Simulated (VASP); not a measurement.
Set up this calculation in VASP 6.6.1, as the native input.

```yaml
Task: single point
Functional: r2SCAN
Potentials_or_basis: VASP PAW PBE potentials, release 64 (Zn, Se)
Cutoff: 520 eV
k_mesh: 8 × 8 × 8
Occupations: gaussian, width 0.01 eV
Spin: no spin polarisation
Dipole_correction: no
Further_INCAR_settings: ALGO = Normal; EDIFF = 1e-06; NBANDS = 16
```

Crystal: ZnSe.

```
CELL_PARAMETERS angstrom
0.00000 2.77379 2.77379
2.77379 0.00000 2.77379
2.77379 2.77379 0.00000
ATOMIC_POSITIONS crystal
Zn 0.00000 0.00000 0.00000
Se 0.25000 0.25000 0.25000
```

This cell differs from its parent crystal: strain -2.1%.

The input as run:

POSCAR

```
ZnSe
1.0
    0.0000000000      2.7737934861      2.7737934861
    2.7737934861      0.0000000000      2.7737934861
    2.7737934861      2.7737934861      0.0000000000
Zn Se
1 1
Direct
    0.0000000000      0.0000000000      0.0000000000
    0.2500000000      0.2500000000      0.2500000000
```

INCAR.step1

```
SYSTEM = ZnSe
  PREC = Accurate
  ENCUT = 520
  ISMEAR = 0
  SIGMA = 0.01
  LREAL = .False.
  LASPH = .True.
  NELM = 60
  NBANDS = 16
  GGA = PE
  ALGO = Normal
  EDIFF = 1E-4
  LWAVE = .True.
  LCHARG = .False.
```

INCAR.step2

```
SYSTEM = ZnSe
  PREC = Accurate
  ENCUT = 520
  EDIFF = 1E-6
  ISMEAR = 0
  SIGMA = 0.01
  LREAL = .False.
  LASPH = .True.
  NELM = 60
  ALGO = Normal
  ISIF = 2
  LWAVE = .False.
  LCHARG = .False.
  METAGGA = R2SCAN
  LMIXTAU = .True.
  NBANDS = 16
  ISTART = 1
```

KPOINTS

```
regular mesh
0
Gamma
  8 8 8
  0 0 0
```

Potentials or basis: VASP PAW PBE potentials, release 64 (Zn, Se).

Run with:

```sh
$ cat potpaw_PBE.64/Zn/POTCAR potpaw_PBE.64/Se/POTCAR > POTCAR
$ cp INCAR.step1 INCAR
$ mpirun -np 1 vasp_std > vasp.out
$ cp INCAR.step2 INCAR
$ mpirun -np 1 vasp_std > vasp.out
```

Results of the run:

```
Pressure               : 4.9 GPa
Band gap on the k mesh : 2.15 eV
```

Caveat: the cell differs from its parent crystal (strain -2.1%); the cell stands under pressure; the PAW data sets were made with another functional, which shifts forces and pressure a little.

Run time: 2.8 min on 1 thread of Intel Xeon 8259CL (shared host), peak memory 0.18 GiB.
